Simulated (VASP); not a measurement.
# PbS in VASP: a series of runs, part 2 of 2

VASP 6.6.1. The steps go on from the part before.

### 3 Relaxation of the atoms, PBE

File INCAR:

```
SYSTEM = PbS
PREC = Accurate
ENCUT = 520
EDIFF = 1E-6
ISMEAR = 0
SIGMA = 0.01
LREAL = .False.
LASPH = .True.
NELM = 60
ALGO = Normal
ISIF = 2
LWAVE = .False.
LCHARG = .False.
GGA = PE
IBRION = 2
NSW = 60
EDIFFG = -0.02
```

File KPOINTS:

```
Automatic mesh
0
Gamma
  5 5 5
  0 0 0
```

File POSCAR:

```
PbS
1.0
    0.0000000000      2.9657500000      2.9657500000
    2.9657500000      0.0000000000      2.9657500000
    2.9657500000      2.9657500000      0.0000000000
Pb S
1 1
Direct
   -0.0084695137     -0.0008185192     -0.0094001610
    0.5049909889      0.4797370059      0.5156151601
```

Potentials or basis: VASP PAW PBE potentials, release 64 (Pb_d, S).

Launch:

```
$ cat potpaw_PBE.64/Pb_d/POTCAR potpaw_PBE.64/S/POTCAR > POTCAR
$ mpirun -np 1 vasp_std > vasp.out
```

OUTCAR:

```text
SYSTEM = PbS
   PREC = Accurate
   ENCUT = 520
   EDIFF = 1E-6
   ISMEAR = 0
   LREAL = .False.
   LASPH = .True.
   NELM = 60
   ISIF = 2
   GGA = PE
   IBRION = 2
   NSW = 60
   EDIFFG = -0.02

 ion  position               nearest neighbor table
   1  0.992  0.999  0.991-   2 2.85   2 2.95   2 2.95   2 2.98   2 2.99   2 3.08
   2  0.505  0.480  0.516-   1 2.85   1 2.95   1 2.95   1 2.98   1 2.99   1 3.08

  LATTYP: Found a face centered cubic cell.
 ALAT       =     5.9315000000

  Lattice vectors:

 A1 = (   0.0000000000,   2.9657500000,   2.9657500000)
 A2 = (   2.9657500000,   0.0000000000,   2.9657500000)
 A3 = (   2.9657500000,   2.9657500000,   0.0000000000)

Analysis of symmetry for initial positions (statically):
=====================================================================
 Subroutine PRICEL returns:
 Original cell was already a primitive cell.

 Routine SETGRP: Setting up the symmetry group for a
 face centered cubic supercell.

 Subroutine GETGRP returns: Found  1 space group operations
 (whereof  1 operations were pure point group operations)
 out of a pool of 48 trial point group operations.

The static configuration has the point symmetry C_1 .

Analysis of symmetry for dynamics (positions and initial velocities):
=====================================================================
 Subroutine PRICEL returns:
 Original cell was already a primitive cell.

 Routine SETGRP: Setting up the symmetry group for a
 face centered cubic supercell.

 Subroutine GETGRP returns: Found  1 space group operations
 (whereof  1 operations were pure point group operations)
 out of a pool of 48 trial point group operations.

The dynamic configuration has the point symmetry C_1 .

 Subroutine INISYM returns: Found  1 space group operations
 (whereof  1 operations are pure point group operations),
 and found     1 'primitive' translations

----------------------------------------------------------------------------------------

                                     Primitive cell

  volume of cell :      52.1715

  direct lattice vectors                    reciprocal lattice vectors
     0.000000000  2.965750000  2.965750000    -0.168591419  0.168591419  0.168591419
     2.965750000  0.000000000  2.965750000     0.168591419 -0.168591419  0.168591419
     2.965750000  2.965750000  0.000000000     0.168591419  0.168591419 -0.168591419

  length of vectors
     4.194203873  4.194203873  4.194203873     0.292008903  0.292008903  0.292008903

  position of ions in fractional coordinates (direct lattice)
     0.991530486  0.999181481  0.990599839
     0.504990989  0.479737006  0.515615160

  ion indices of the primitive-cell ions
   primitive index   ion index
                 1           1
                 2           2

----------------------------------------------------------------------------------------

 KPOINTS: Automatic mesh

Automatic generation of k-mesh.
 Grid dimensions read from file:
 generate k-points for:    5    5    5

 Generating k-lattice:

[... 50 lines left out ...]
   NGXF,Y,Z  is equivalent  to a cutoff of  25.37, 25.37, 25.37 a.u.
 SYSTEM =  PbS
   PREC   = accura    normal or accurate (medium, high low for compatibility)
   ISTART =      0    job   : 0-new  1-cont  2-samecut
   ICHARG =      2    charge: 1-file 2-atom 10-const
   ISPIN  =      1    spin polarized calculation?
   LNONCOLLINEAR =      F non collinear calculations
   LSORBIT =      F    spin-orbit coupling
   LASPH  =      T    aspherical Exc in radial PAW
   ENCUT  =  520.0 eV  38.22 Ry    6.18 a.u.   7.80  7.80  7.80*2*pi/ulx,y,z
   NELM   =     60;   NELMIN=  2; NELMDL= -5     # of ELM steps
   EDIFF  = 0.1E-05   stopping-criterion for ELM
   LREAL  =      F    real-space projection
   EDIFFG = -.2E-01   stopping-criterion for IOM
   NSW    =     60    number of steps for IOM
   IBRION =      2    ionic relax: 0-MD 1-quasi-New 2-CG
   NFREE  =      1    steps in history (QN), initial steepest desc. (CG)
   ISIF   =      2    stress and relaxation
   ISYM   =      2    0-nonsym 1-usesym 2-fastsym
   POTIM  = 0.5000    time-step for ionic-motion
   TEBEG  =    0.0;   TEEND  =   0.0 temperature during run
   PSTRESS=    0.0 pullay stress
   NELECT =      20.0000    total number of electrons
   NUPDOWN=      -1.0000    fix difference up-down
   EMIN   =  10.00;   EMAX   =-10.00  energy-range for DOS
   EFERMI =   0.00;   METHOD = LEGACY
   ISMEAR =     0;   SIGMA  =   0.01  broadening in eV -4-tet -1-fermi 0-gaus
   EFERMI_NEDOS =   21; number of points for ismear=-14 and -15
   IALGO  =     38    algorithm
   IMIX   =      4    mixing-type and parameters
     AMIX     =   0.40;   BMIX     =  1.00
     AMIX_MAG =   1.60;   BMIX_MAG =  1.00
  volume/ion in A,a.u.               =      26.09       176.04
  Fermi-wavevector in a.u.,A,eV,Ry     =   1.189251  2.247359 19.242973  1.414319
  Thomas-Fermi vector in A             =   2.325363
   LORBIT       =      0    0 simple, 1 ext, 2 COOP (PROOUT), +10 PAW based schemes
   GGA     = PE    functional components
   LHFCALC =     F    Hartree Fock is set to
   AEXX    =    0.0000 exact exchange contribution
   IVDW    =     0    specifies the selected vdW correction
   LEPSILON=     F    determine dielectric tensor
   LRPA    =     F    only Hartree local field effects (RPA)
 conjugate gradient relaxation of ions
 non-spin polarized calculation
 Gauss-broadening in eV      SIGMA  =   0.01
  energy-cutoff  :      520.00
  volume of cell :       52.17
 maximum number of plane-waves:      1422
   NGX = 15   NGY = 15   NGZ = 15

--------------------------------------- Ionic step        1  -------------------------------------------

 number of electron      20.0000000 magnetization

 Free energy of the ion-electron system (eV)
  ---------------------------------------------------
  ext. energy  EPLUGINS =         0.00000000
  ---------------------------------------------------
  free energy    TOTEN  =        -8.76475621 eV

  energy without entropy =       -8.76475621  energy(sigma->0) =       -8.76475621

------------------------ aborting loop because EDIFF is reached ----------------------------------------

  FORCE on cell =-STRESS in cart. coord.  units (eV):
  Direction    XX          YY          ZZ          XY          YZ          ZX
  --------------------------------------------------------------------------------------
  -------------------------------------------------------------------------------------
  Total        0.6469008      0.8247247      0.6475184      0.0049910     -0.0053983     -0.0006517
  in kB       19.8661938     25.3271287     19.8851611      0.1532740     -0.1657797     -0.0200138
  external PRESSURE =      21.6928279 kB  Pullay stress =       0.0000000 kB
[... 167 lines left out ...]
--------------------------------------- Ionic step        6  -------------------------------------------

 number of electron      20.0000000 magnetization

 Free energy of the ion-electron system (eV)
  ---------------------------------------------------
  ext. energy  EPLUGINS =         0.00000000
  ---------------------------------------------------
  free energy    TOTEN  =        -8.76855862 eV

  energy without entropy =       -8.76855862  energy(sigma->0) =       -8.76855862

 E-fermi :   5.4657     XC(G=0):  -9.6868

 val. band max:        5.4158168308   @ k =   0.4000   0.4000   0.4000
 cond. band min:       6.7188654525   @ k =   0.4000   0.4000   0.4000
 fundamental gap:      1.3030486217
 Fermi energy:         5.4656636978

 k-point     1 :       0.0000    0.0000    0.0000
  band No.  band energies     occupation
      1     -11.0085      2.00000
      2     -11.0085      2.00000
      3     -11.0085      2.00000
      4     -10.9925      2.00000
      5     -10.9924      2.00000
      6      -7.7832      2.00000
      7      -0.2201      2.00000
      8       3.6410      2.00000
      9       3.6410      2.00000
     10       3.6410      2.00000
     11      11.0318      0.00000
     12      11.0319      0.00000
     13      11.0319      0.00000
     14      12.5485      0.00000
[... 377 lines left out ...]
      1     -11.0602      2.00000
      2     -11.0129      2.00000
      3     -10.9968      2.00000
      4     -10.9745      2.00000
      5     -10.9601      2.00000
      6      -6.6985      2.00000
      7      -2.1294      2.00000
      8       2.9185      2.00000
      9       3.0914      2.00000
     10       3.8668      2.00000
     11       8.2860      0.00000
     12       9.6047      0.00000
     13       9.7616      0.00000
     14      11.8062      0.00000

 [... further k-points ...]

------------------------ aborting loop because EDIFF is reached ----------------------------------------

  FORCE on cell =-STRESS in cart. coord.  units (eV):
  Direction    XX          YY          ZZ          XY          YZ          ZX
  --------------------------------------------------------------------------------------
  -------------------------------------------------------------------------------------
  Total        0.6399985      0.6398433      0.6399567     -0.0000235     -0.0000089     -0.0001635
  in kB       19.6542263     19.6494586     19.6529403     -0.0007224     -0.0002745     -0.0050216
  external PRESSURE =      19.6522084 kB  Pullay stress =       0.0000000 kB
[... 17 lines left out ...]
  FREE ENERGIE OF THE ION-ELECTRON SYSTEM (eV)
  ---------------------------------------------------
  free  energy   TOTEN  =        -8.7685586172 eV

  energy  without entropy=       -8.7685586172  energy(sigma->0) =       -8.76855862

 reached required accuracy - stopping structural energy minimisation
```

OSZICAR:

```text
N       E                     dE             d eps       ncg     rms          rms(c)
DAV:   1     0.161925561824E+03    0.16193E+03   -0.98913E+03  1764   0.150E+03
DAV:   2     0.414197150238E+01   -0.15778E+03   -0.15377E+03  1902   0.361E+02
DAV:   3    -0.889363571384E+01   -0.13036E+02   -0.12912E+02  2282   0.107E+02
[... 48 lines left out ...]
DAV:   4    -0.876855086974E+01    0.84903E-04   -0.69057E-04  2272   0.336E-01    0.246E-02
DAV:   5    -0.876855622925E+01   -0.53595E-05   -0.69811E-05  1932   0.672E-02    0.192E-02
DAV:   6    -0.876855983272E+01   -0.36035E-05   -0.66685E-06  2064   0.369E-02    0.976E-03
DAV:   7    -0.876855857403E+01    0.12587E-05   -0.51195E-06  1950   0.292E-02    0.284E-03
DAV:   8    -0.876855861725E+01   -0.43220E-07   -0.46856E-07   942   0.659E-03
   6 F= -.87685586E+01 E0= -.87685586E+01  d E =-.380241E-02
```

Run time: 2.2 min. Hardware: 1 thread of AMD EPYC 7R13 (Zen 3), shared host; peak memory 0.18 GiB.

What came out:

```yaml
Free_energy: -8.7686 eV
Energy_gained_by_relaxing: 1.9 meV/atom
Ionic_steps: 6
Pressure_after_relaxing: 2.0 GPa
Band_gap_on_the_k_mesh: 1.30 eV
```

Forces on the atoms (eV/Å):
```
Pb   0.001  0.002 -0.001
S   -0.001 -0.002  0.001
```

Step by step:
```csv
step,energy change (eV),largest force (eV/Å),pressure (GPa)
1,0.0000,0.0762,2.17
2,-0.0005,0.0684,2.14
3,-0.0018,0.0490,2.06
4,-0.0034,0.0201,1.99
5,-0.0033,0.0232,2.00
6,-0.0038,0.0023,1.97
```

Final structure:
```xyz
2
Lattice="0.0000 2.9657 2.9657 2.9657 0.0000 2.9657 2.9657 2.9657 0.0000" Properties=species:S:1:pos:R:3 pbc="T T T"
Pb    2.9426    2.9690    5.8962
S     2.9448    2.9706    2.9282
```

Levels at points of the mesh, in eV from the valence-band top:
```csv
k point,band 8,band 9,band 10,band 11,band 12,band 13
"(0.00, 0.00, 0.00)",-1.77,-1.77,-1.77,5.62,5.62,5.62
```

Caveat: spin-orbit coupling is left out, which moves the levels of the heavy elements. A k mesh can miss the band edges.
